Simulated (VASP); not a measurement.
# ZnS (F-43m) in VASP: a series of runs, part 2 of 2

VASP 6.6.1. Earlier steps stand in the parts before.

### 3 Relaxation of cell and atoms, r2SCAN

POSCAR

```
ZnS
1.0
    0.0000000000      2.6936828773      2.6936828773
    2.6936828773      0.0000000000      2.6936828773
    2.6936828773      2.6936828773      0.0000000000
Zn S
1 1
Direct
    0.0000000000      0.0000000000      0.0000000000
    0.2500000000      0.2500000000      0.2500000000
```

INCAR.step1

```
SYSTEM = ZnS
PREC = Accurate
ENCUT = 600
ISMEAR = 0
SIGMA = 0.02
LREAL = .False.
LASPH = .True.
NELM = 80
GGA = PE
ALGO = Normal
EDIFF = 1E-4
LWAVE = .True.
LCHARG = .False.
```

INCAR.step2

```
SYSTEM = ZnS
PREC = Accurate
ENCUT = 600
EDIFF = 1E-6
ISMEAR = 0
SIGMA = 0.02
LREAL = .False.
LASPH = .True.
NELM = 80
ALGO = Normal
ISIF = 3
LWAVE = .False.
LCHARG = .False.
METAGGA = R2SCAN
LMIXTAU = .True.
IBRION = 2
NSW = 100
EDIFFG = -0.01
ISTART = 1
```

KPOINTS

```
regular mesh
0
Gamma
  8 8 8
  0 0 0
```

Potentials or basis: VASP PAW PBE potentials, release 64 (Zn, S).

Command:

```
> cat potpaw_PBE.64/Zn/POTCAR potpaw_PBE.64/S/POTCAR > POTCAR
> cp INCAR.step1 INCAR
> mpirun -np 1 vasp_std > vasp.out
> cp INCAR.step2 INCAR
> mpirun -np 1 vasp_std > vasp.out
```

OUTCAR:

```text
SYSTEM = ZnS
   PREC = Accurate
   ENCUT = 600
   EDIFF = 1E-6
   ISMEAR = 0
   LREAL = .False.
   LASPH = .True.
   NELM = 80
   ISIF = 3
   METAGGA = R2SCAN
   IBRION = 2
   NSW = 100
   EDIFFG = -0.01
   ISTART = 1

 ion  position               nearest neighbor table
   1  0.000  0.000  0.000-   2 2.33   2 2.33   2 2.33   2 2.33
   2  0.250  0.250  0.250-   1 2.33   1 2.33   1 2.33   1 2.33

  LATTYP: Found a face centered cubic cell.
 ALAT       =     5.3873657546

  Lattice vectors:

 A1 = (   0.0000000000,   2.6936828773,   2.6936828773)
 A2 = (   2.6936828773,   0.0000000000,   2.6936828773)
 A3 = (   2.6936828773,   2.6936828773,   0.0000000000)

Analysis of symmetry for initial positions (statically):
=====================================================================
 Subroutine PRICEL returns:
 Original cell was already a primitive cell.

 Routine SETGRP: Setting up the symmetry group for a
 face centered cubic supercell.

 Subroutine GETGRP returns: Found 24 space group operations
 (whereof 24 operations were pure point group operations)
 out of a pool of 48 trial point group operations.

The static configuration has the point symmetry T_d .

Analysis of symmetry for dynamics (positions and initial velocities):
=====================================================================
 Subroutine PRICEL returns:
 Original cell was already a primitive cell.

 Routine SETGRP: Setting up the symmetry group for a
 face centered cubic supercell.

 Subroutine GETGRP returns: Found 24 space group operations
 (whereof 24 operations were pure point group operations)
 out of a pool of 48 trial point group operations.

The dynamic configuration has the point symmetry T_d .

 Subroutine INISYM returns: Found 24 space group operations
 (whereof 24 operations are pure point group operations),
 and found     1 'primitive' translations

[... 122 lines left out ...]
   IVDW    =     0    specifies the selected vdW correction
   LEPSILON=     F    determine dielectric tensor
   LRPA    =     F    only Hartree local field effects (RPA)
 conjugate gradient relaxation of ions
 non-spin polarized calculation
 Gauss-broadening in eV      SIGMA  =   0.02
  energy-cutoff  :      600.00
  volume of cell :       39.09
 maximum number of plane-waves:      1323
   NGX = 15   NGY = 15   NGZ = 15

 number of electron      18.0000017 magnetization

 Free energy of the ion-electron system (eV)
  ---------------------------------------------------
  ext. energy  EPLUGINS =         0.00000000
  ---------------------------------------------------
  free energy    TOTEN  =       -18.86763868 eV

  energy without entropy =      -18.86763868  energy(sigma->0) =      -18.86763868

 E-fermi :   2.0042     XC(G=0): -10.3308

 val. band max:        1.9178897402   @ k =   0.0000   0.0000   0.0000
 cond. band min:       4.6362777069   @ k =   0.0000   0.0000   0.0000
 fundamental gap:      2.7183879667
 Fermi energy:         2.0041792999

 k-point     1 :       0.0000    0.0000    0.0000
  band No.  band energies     occupation
      1     -11.8240      2.00000
      2      -4.6193      2.00000
      3      -4.6193      2.00000
      4      -4.6193      2.00000
      5      -4.0619      2.00000
      6      -4.0619      2.00000
      7       1.9179      2.00000
      8       1.9179      2.00000
      9       1.9179      2.00000
     10       4.6363      0.00000
     11       8.8135      0.00000
     12       8.8137      0.00000
     13       8.8137      0.00000
[... 354 lines left out ...]
  band No.  band energies     occupation
      1     -10.7027      2.00000
      2      -4.4768      2.00000
      3      -4.4170      2.00000
      4      -4.1228      2.00000
      5      -4.0505      2.00000
      6      -3.7918      2.00000
      7      -3.1000      2.00000
      8      -0.4936      2.00000
      9       0.4005      2.00000
     10       7.3254      0.00000
     11       8.2674      0.00000
     12      10.3383      0.00000
     13      11.5412      0.00000

 [... further k-points ...]

------------------------ aborting loop because EDIFF is reached ----------------------------------------

  FORCE on cell =-STRESS in cart. coord.  units (eV):
  Direction    XX          YY          ZZ          XY          YZ          ZX
  --------------------------------------------------------------------------------------
  -------------------------------------------------------------------------------------
  Total        0.0180881      0.0180881      0.0180881      0.0000000     -0.0000000      0.0000000
  in kB        0.7413695      0.7413695      0.7413695      0.0000000     -0.0000000      0.0000000
  external PRESSURE =       0.7413695 kB  Pullay stress =       0.0000000 kB

 VOLUME and BASIS-vectors are now :
 -----------------------------------------------------------------------------
  energy-cutoff  :      600.00
  volume of cell :       39.09
      direct lattice vectors                 reciprocal lattice vectors
     0.000000000  2.693682877  2.693682877    -0.185619474  0.185619474  0.185619474
     2.693682877  0.000000000  2.693682877     0.185619474 -0.185619474  0.185619474
     2.693682877  2.693682877  0.000000000     0.185619474  0.185619474 -0.185619474

 POSITION                                       TOTAL-FORCE (eV/Angst)
 -----------------------------------------------------------------------------------
      0.00000      0.00000      0.00000         0.000000      0.000000      0.000000
      1.34684      1.34684      1.34684        -0.000000     -0.000000     -0.000000
 -----------------------------------------------------------------------------------
    total drift:                                0.000019      0.000019      0.000019

  FREE ENERGIE OF THE ION-ELECTRON SYSTEM (eV)
  ---------------------------------------------------
  free  energy   TOTEN  =       -18.8676386796 eV

  energy  without entropy=      -18.8676386796  energy(sigma->0) =      -18.86763868

 reached required accuracy - stopping structural energy minimisation
```

OUTCAR.step1:

```text
SYSTEM = ZnS
   PREC = Accurate
   ENCUT = 600
   ISMEAR = 0
   LREAL = .False.
   LASPH = .True.
[... 605 lines left out ...]
      0.00000      0.00000      0.00000        -0.000000     -0.000000      0.000000
      1.34684      1.34684      1.34684         0.000000      0.000000      0.000000
 -----------------------------------------------------------------------------------
    total drift:                               -0.000000     -0.000000     -0.000000

  FREE ENERGIE OF THE ION-ELECTRON SYSTEM (eV)
  ---------------------------------------------------
  free  energy   TOTEN  =        -6.8422327387 eV

  energy  without entropy=       -6.8422327387  energy(sigma->0) =       -6.84223274
```

It took 62 s on 1 thread of Intel Xeon 8259CL, shared host; peak memory 0.18 GiB.

What came out:

```yaml
Free_energy: -18.8676 eV
Pressure_after_relaxing: 0.1 GPa
Band_gap_on_the_k_mesh: 2.72 eV
```

Final structure:
```
Zn S
1.0
     0.00000    2.69368    2.69368
     2.69368    0.00000    2.69368
     2.69368    2.69368    0.00000
Zn S
1 1
Direct
  0.00000 0.00000 0.00000
  0.25000 0.25000 0.25000
```

Caveat: the relaxation stopped at its first step, so nothing moved; the PAW data sets were made with another functional, which shifts forces and pressure a little.
